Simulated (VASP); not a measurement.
# ZrC (Fm-3m) in VASP: single point with PBE

Aim: the single point of ZrC with PBE.

Everything below comes from runs of VASP 6.6.1. Logs are shortened: lines on timing, memory, paths and dates and some standing lists are left out, and cuts for length are marked.

### Step 1. The cell of the first run

Symmetry: Fm-3m, No. 225, cubic system. Conventional cell: a = 4.730 Å, b = 4.730 Å, c = 4.730 Å, α = 90.00°, β = 90.00°, γ = 90.00°. Zr (site symmetry m-3m) has 6 C at 2.37 Å within 3.1 Å. Within 3.1 Å of C (site symmetry m-3m) lie 6 Zr at 2.37 Å.

### Step 2. Single point, PBE

Contents of INCAR:

```
PREC     = Accurate       # precision mode
ENCUT    = 600            # plane-wave cutoff, eV
EDIFF    = 1E-6           # SCF threshold, eV
ISMEAR   = 0              # smearing method
SIGMA    = 0.05           # smearing width, eV
LREAL    = False          # projectors in reciprocal space
LASPH    = True           # aspherical terms in the spheres
NELM     = 120            # most SCF steps
ALGO     = Normal         # electronic algorithm
ISIF     = 2              # what is computed and relaxed
LWAVE    = False          # write WAVECAR
LCHARG   = True           # write CHGCAR
GGA      = PE             # functional
LELF     = True           # ELF
LVHAR    = True         
NBANDS   = 15             # bands
GGA_COMPAT= False
```

Contents of KPOINTS:

```
regular mesh
0
Gamma
  9 9 9
```

Contents of POSCAR:

```
ZrC
1.0
    0.0000000000      2.3650000000      2.3650000000
    2.3650000000      0.0000000000      2.3650000000
    2.3650000000      2.3650000000      0.0000000000
Zr C
1 1
Direct
    0.5000000000      0.5000000000      0.5000000000
    0.0000000000      0.0000000000      0.0000000000
```

Potentials or basis: VASP PAW PBE potentials, release 64 (Zr_sv, C).

Run with:

```bash
cat potpaw_PBE.64/Zr_sv/POTCAR potpaw_PBE.64/C/POTCAR > POTCAR
mpirun -np 1 vasp_std > vasp.out
```

OUTCAR:

```text
PREC = Accurate
   ENCUT = 600
   EDIFF = 1E-6
   ISMEAR = 0
   LREAL = False
   LASPH = True
   NELM = 120
   ISIF = 2
   GGA = PE

 ion  position               nearest neighbor table
   1  0.500  0.500  0.500-   2 2.37   2 2.37   2 2.37   2 2.37   2 2.37   2 2.37
   2  0.000  0.000  0.000-   1 2.37   1 2.37   1 2.37   1 2.37   1 2.37   1 2.37

  LATTYP: Found a face centered cubic cell.
 ALAT       =     4.7300000000

  Lattice vectors:

 A1 = (   0.0000000000,   2.3650000000,   2.3650000000)
 A2 = (   2.3650000000,   0.0000000000,   2.3650000000)
 A3 = (   2.3650000000,   2.3650000000,   0.0000000000)

Analysis of symmetry for initial positions (statically):
=====================================================================
 Subroutine PRICEL returns:
 Original cell was already a primitive cell.

 Routine SETGRP: Setting up the symmetry group for a
 face centered cubic supercell.

 Subroutine GETGRP returns: Found 48 space group operations
 (whereof 48 operations were pure point group operations)
 out of a pool of 48 trial point group operations.

The static configuration has the point symmetry O_h .

Analysis of symmetry for dynamics (positions and initial velocities):
=====================================================================
 Subroutine PRICEL returns:
 Original cell was already a primitive cell.

 Routine SETGRP: Setting up the symmetry group for a
 face centered cubic supercell.

 Subroutine GETGRP returns: Found 48 space group operations
 (whereof 48 operations were pure point group operations)
 out of a pool of 48 trial point group operations.

The dynamic configuration has the point symmetry O_h .

 Subroutine INISYM returns: Found 48 space group operations
 (whereof 48 operations are pure point group operations),
 and found     1 'primitive' translations

----------------------------------------------------------------------------------------

                                     Primitive cell

  volume of cell :      26.4560

  direct lattice vectors                    reciprocal lattice vectors
     0.000000000  2.365000000  2.365000000    -0.211416490  0.211416490  0.211416490
     2.365000000  0.000000000  2.365000000     0.211416490 -0.211416490  0.211416490
     2.365000000  2.365000000  0.000000000     0.211416490  0.211416490 -0.211416490

  length of vectors
     3.344615075  3.344615075  3.344615075     0.366184103  0.366184103  0.366184103

  position of ions in fractional coordinates (direct lattice)
     0.500000000  0.500000000  0.500000000
     0.000000000  0.000000000  0.000000000

  ion indices of the primitive-cell ions
   primitive index   ion index
                 1           1
                 2           2

----------------------------------------------------------------------------------------

 KPOINTS: regular mesh

Automatic generation of k-mesh.
 Grid dimensions read from file:
 generate k-points for:    9    9    9

 Generating k-lattice:

  Cartesian coordinates                     Fractional coordinates (reciprocal lattice)
    -0.023490721  0.023490721  0.023490721     0.111111111  0.000000000  0.000000000
     0.023490721 -0.023490721  0.023490721     0.000000000  0.111111111  0.000000000
     0.023490721  0.023490721 -0.023490721     0.000000000  0.000000000  0.111111111

  Length of vectors
     0.040687123  0.040687123  0.040687123

  Shift w.r.t. Gamma in fractional coordinates (k-lattice)
     0.000000000  0.000000000  0.000000000

 Subroutine IBZKPT returns following result:
 ===========================================

 Found     35 irreducible k-points:

 Following reciprocal coordinates:
            Coordinates               Weight
  0.000000  0.000000  0.000000      1.000000
  0.111111  0.000000  0.000000      8.000000
  0.222222  0.000000  0.000000      8.000000
  0.333333  0.000000  0.000000      8.000000
  0.444444  0.000000  0.000000      8.000000
  0.111111  0.111111  0.000000      6.000000
[... 16 lines left out ...]
 -0.333333  0.333333  0.000000     12.000000
  0.444444  0.444444  0.000000      6.000000
 [... further k-points ...]
   k-points           NKPTS =     35   k-points in BZ     NKDIM =     35   number of bands    NBANDS=     15
   number of dos      NEDOS =    301   number of ions     NIONS =      2
   total plane-waves  NPLWV =  21952
   dimension x,y,z NGX =    28 NGY =   28 NGZ =   28
   dimension x,y,z NGXF=    56 NGYF=   56 NGZF=   56
   ions per type =               1   1
   NGX,Y,Z   is equivalent  to a cutoff of  13.92, 13.92, 13.92 a.u.
   NGXF,Y,Z  is equivalent  to a cutoff of  27.84, 27.84, 27.84 a.u.
 SYSTEM =  unknown system
   PREC   = accura    normal or accurate (medium, high low for compatibility)
   ISTART =      0    job   : 0-new  1-cont  2-samecut
   ICHARG =      2    charge: 1-file 2-atom 10-const
   ISPIN  =      1    spin polarized calculation?
   LNONCOLLINEAR =      F non collinear calculations
   LSORBIT =      F    spin-orbit coupling
   LASPH  =      T    aspherical Exc in radial PAW
   ENCUT  =  600.0 eV  44.10 Ry    6.64 a.u.   6.68  6.68  6.68*2*pi/ulx,y,z
   NELM   =    120;   NELMIN=  2; NELMDL= -5     # of ELM steps
   EDIFF  = 0.1E-05   stopping-criterion for ELM
   LREAL  =      F    real-space projection
   EDIFFG = 0.1E-04   stopping-criterion for IOM
   NSW    =      0    number of steps for IOM
   IBRION =     -1    ionic relax: 0-MD 1-quasi-New 2-CG
   NFREE  =      0    steps in history (QN), initial steepest desc. (CG)
   ISIF   =      2    stress and relaxation
   ISYM   =      2    0-nonsym 1-usesym 2-fastsym
   POTIM  = 0.5000    time-step for ionic-motion
   TEBEG  =    0.0;   TEEND  =   0.0 temperature during run
   PSTRESS=    0.0 pullay stress
   NELECT =      16.0000    total number of electrons
   NUPDOWN=      -1.0000    fix difference up-down
   EMIN   =  10.00;   EMAX   =-10.00  energy-range for DOS
   EFERMI =   0.00;   METHOD = LEGACY
   ISMEAR =     0;   SIGMA  =   0.05  broadening in eV -4-tet -1-fermi 0-gaus
   EFERMI_NEDOS =   21; number of points for ismear=-14 and -15
   IALGO  =     38    algorithm
   IMIX   =      4    mixing-type and parameters
     AMIX     =   0.40;   BMIX     =  1.00
     AMIX_MAG =   1.60;   BMIX_MAG =  1.00
  volume/ion in A,a.u.               =      13.23        89.27
  Fermi-wavevector in a.u.,A,eV,Ry     =   1.384439  2.616209 26.077880  1.916670
  Thomas-Fermi vector in A             =   2.508943
   LORBIT       =      0    0 simple, 1 ext, 2 COOP (PROOUT), +10 PAW based schemes
   GGA     = PE    functional components
   LHFCALC =     F    Hartree Fock is set to
   AEXX    =    0.0000 exact exchange contribution
   IVDW    =     0    specifies the selected vdW correction
   LEPSILON=     F    determine dielectric tensor
   LRPA    =     F    only Hartree local field effects (RPA)
 non-spin polarized calculation
 Gauss-broadening in eV      SIGMA  =   0.05
  energy-cutoff  :      600.00
  volume of cell :       26.46
 maximum number of plane-waves:       899
   NGX = 13   NGY = 13   NGZ = 13

 number of electron      16.0000000 magnetization

 Free energy of the ion-electron system (eV)
  ---------------------------------------------------
  ext. energy  EPLUGINS =         0.00000000
  ---------------------------------------------------
  free energy    TOTEN  =       -19.45783070 eV

  energy without entropy =      -19.45706545  energy(sigma->0) =      -19.45744808

 E-fermi :   9.3964     XC(G=0): -12.0404

 val. band max:        9.3903051842   @ k =   0.4444   0.4444   0.0000
 cond. band min:       9.4284354788   @ k =   0.1111   0.1111   0.0000
 fundamental gap:      0.0381302946
 Fermi energy:         9.3963529210

 k-point     1 :       0.0000    0.0000    0.0000
  band No.  band energies     occupation
      1     -38.7817      2.00000
      2     -16.5042      2.00000
      3     -16.5042      2.00000
      4     -16.5042      2.00000
      5      -1.8418      2.00000
      6      10.3284      0.00000
      7      10.3284      0.00000
      8      10.3284      0.00000
      9      10.4841      0.00000
     10      10.4841      0.00000
     11      10.4841      0.00000
     12      12.1550      0.00000
     13      12.1550      0.00000
     14      16.4921      0.00000
     15      19.8259      0.00000

 k-point     2 :       0.1111    0.0000    0.0000
  band No.  band energies     occupation
      1     -38.7709      2.00000
      2     -16.6037      2.00000
      3     -16.5130      2.00000
      4     -16.5130      2.00000
      5      -1.5739      2.00000
      6       8.8711      2.00000
      7       9.1978      2.00000
      8       9.1978      2.00000
      9      10.9016      0.00000
     10      10.9016      0.00000
     11      11.3458      0.00000
     12      13.4311      0.00000
     13      13.4311      0.00000
     14      17.0654      0.00000
     15      20.5454      0.00000

 k-point     3 :       0.2222    0.0000    0.0000
  band No.  band energies     occupation
      1     -38.7435      2.00000
      2     -16.8473      2.00000
      3     -16.5353      2.00000
      4     -16.5353      2.00000
      5      -0.8498      2.00000
      6       7.1181      2.00000
      7       7.9406      2.00000
      8       7.9406      2.00000
      9      11.6692      0.00000
     10      11.6692      0.00000
     11      11.9623      0.00000
     12      15.5068      0.00000
     13      15.5068      0.00000
     14      18.1132      0.00000
     15      22.0504      0.00000
[... 343 lines left out ...]
 k-point    23 :      -0.3333    0.3333    0.0000
  band No.  band energies     occupation
      1     -38.6656      2.00000
      2     -17.0291      2.00000
      3     -16.9919      2.00000
      4     -16.6612      2.00000
      5       0.2417      2.00000
      6       5.7503      2.00000
      7       7.0475      2.00000
      8       7.3254      2.00000
      9      11.9635      0.00000
     10      13.6569      0.00000
     11      14.4138      0.00000
     12      16.2729      0.00000
     13      17.9200      0.00000
     14      21.2630      0.00000
     15      21.7101      0.00000

 k-point    24 :       0.4444    0.4444    0.0000
  band No.  band energies     occupation
      1     -38.6619      2.00000
      2     -17.1698      2.00000
      3     -16.7613      2.00000
      4     -16.7613      2.00000
      5      -0.6289      2.00000
      6       7.1097      2.00000
      7       7.7565      2.00000
      8       9.3903      1.13583
      9       9.3903      1.13582
     10      13.6896      0.00000
     11      14.9375      0.00000
     12      14.9375      0.00000
     13      17.1839      0.00000
     14      19.7575      0.00000
     15      21.4653      0.00000

 [... further k-points ...]
[... 5 lines left out ...]
  --------------------------------------------------------------------------------------
  -------------------------------------------------------------------------------------
  Total       -0.4564570     -0.4564570     -0.4564570      0.0000000      0.0000000     -0.0000000
  in kB      -27.6431173    -27.6431173    -27.6431173      0.0000000      0.0000000     -0.0000000
  external PRESSURE =     -27.6431173 kB  Pullay stress =       0.0000000 kB

 VOLUME and BASIS-vectors are now :
 -----------------------------------------------------------------------------
  energy-cutoff  :      600.00
  volume of cell :       26.46
      direct lattice vectors                 reciprocal lattice vectors
     0.000000000  2.365000000  2.365000000    -0.211416490  0.211416490  0.211416490
     2.365000000  0.000000000  2.365000000     0.211416490 -0.211416490  0.211416490
     2.365000000  2.365000000  0.000000000     0.211416490  0.211416490 -0.211416490

 POSITION                                       TOTAL-FORCE (eV/Angst)
 -----------------------------------------------------------------------------------
      2.36500      2.36500      2.36500        -0.000000     -0.000000      0.000000
      0.00000      0.00000      0.00000         0.000000      0.000000     -0.000000
 -----------------------------------------------------------------------------------
    total drift:                                0.000000      0.000000      0.000000

  FREE ENERGIE OF THE ION-ELECTRON SYSTEM (eV)
  ---------------------------------------------------
  free  energy   TOTEN  =       -19.4578307008 eV

  energy  without entropy=      -19.4570654522  energy(sigma->0) =      -19.45744808
```

It took 36 s on 1 thread of Intel Xeon 8259CL, shared host; peak memory 0.17 GiB.

Results:

* Free energy: -19.4578 eV
* Pressure: -2.8 GPa
* Band gap on the k mesh: zero (band 8 reaches 10.33 eV, above the bottom of band 9 at 9.06 eV)
